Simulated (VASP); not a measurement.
Wanted: the native input for a VASP 6.6.1 run.

| Property | Result |
| --- | --- |
| Task | single point |
| Functional | PBEsol |
| Potentials or basis | VASP PAW PBE potentials, release 64 (Ru_pv, Au) |
| Cutoff | 500 eV |
| k mesh | 8 × 8 × 8 |
| Occupations | fermi-dirac, width 0.05 eV |
| Spin | no spin polarisation |
| Dipole correction | no |
| Further INCAR settings | ALGO = Normal; EDIFF = 1e-06; NBANDS = 20 |

The structure of RuAu lies in POSCAR:

```
RuAu
1.0
    3.1220755488      0.0000000000      0.0000000000
    0.0000000000      3.1220755488      0.0000000000
    0.0000000000      0.0000000000      3.1220755488
Ru Au
1 1
Direct
    0.0000000000      0.0000000000      0.0000000000
    0.5000000000      0.5000000000      0.5000000000
```

These files were run (other wordings do the same):

INCAR

```
PREC = Accurate ; ENCUT = 500
EDIFF = 1E-6 ; ISMEAR = -1
SIGMA = 0.05 ; LREAL = F
LASPH = T ; NELM = 120
ALGO = Normal ; ISIF = 2
LWAVE = F ; LCHARG = T
GGA = PS ; LELF = T
LVHAR = T ; NBANDS = 20
GGA_COMPAT = F
```

KPOINTS

```
Automatic mesh
0
Gamma
  8 8 8
```

Potentials or basis: VASP PAW PBE potentials, release 64 (Ru_pv, Au).

The run is started by

```console
$ cat potpaw_PBE.64/Ru_pv/POTCAR potpaw_PBE.64/Au/POTCAR > POTCAR
$ mpirun -np 1 vasp_std > vasp.out
```

It gave:

```
Pressure               : -0.3 GPa
Band gap on the k mesh : zero (an odd number of electrons rules out a gap without spin polarisation)
```

Caveat: the PAW data sets were made with another functional, which shifts forces and pressure a little; spin-orbit coupling is left out, which moves the levels of the heavy elements.

Run time: 6.5 s on 1 thread of Intel(R) Xeon(R) 6975P-C (Granite Rapids), on a shared host, peak memory 0.15 GiB.
